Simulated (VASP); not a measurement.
Set up this calculation in VASP 6.6.1, as the native input.

| Property | Result |
| --- | --- |
| Task | single point |
| Functional | PBE |
| Potentials or basis | VASP PAW PBE potentials, release 64 (Ta_pv, O, F) |
| Cutoff | 520 eV |
| k mesh | 6 × 6 × 4 |
| Occupations | gaussian, width 0.1 eV |
| Spin | no spin polarisation |
| Dipole correction | no |
| Further INCAR settings | ALGO = Normal; EDIFF = 1e-06; NBANDS = 19 |

The structure of TaOF lies in POSCAR:

```
TaOF
1.0
    2.9863085757      0.0000000000      0.0000000000
    0.0000000000      2.9863085757      0.0000000000
    0.0000000000      0.0000000000      4.1855947042
Ta O F
1 1 1
Direct
    0.0000000000      0.0000000000      0.0000000000
    0.5000000000      0.5000000000      0.0000000000
    0.0000000000      0.0000000000      0.5000000000
```

The cell was generated, and may not be a known phase.

The input as run:

INCAR

```
SYSTEM = TaOF
PREC = Accurate ; ENCUT = 520
EDIFF = 1E-6 ; ISMEAR = 0
SIGMA = 0.1 ; LREAL = .False.
LASPH = .True. ; NELM = 100
ALGO = Normal ; ISIF = 2
LWAVE = .False. ; LCHARG = .False.
GGA = PE ; NBANDS = 19
```

KPOINTS

```
Automatic mesh
0
Gamma
  6 6 4
  0 0 0
```

Potentials or basis: VASP PAW PBE potentials, release 64 (Ta_pv, O, F).

Command:

```console
$ cat potpaw_PBE.64/Ta_pv/POTCAR potpaw_PBE.64/O/POTCAR potpaw_PBE.64/F/POTCAR > POTCAR
$ mpirun -np 1 vasp_std > vasp.out
```

It gave:

```json
{"Pressure": "0.4 GPa", "Band gap on the k mesh": "zero (bands 12 and 13 overlap by 3.54 eV)"}
```

Caveat: the k points lie up to 0.38 Å⁻¹ apart, too coarse for converged energies and pressures of a metal; spin-orbit coupling is left out, which moves the levels of the heavy elements.

Run time: 17 s on 1 thread of Oxide Virtual Turin-like Processor (shared host), peak memory 0.13 GiB.
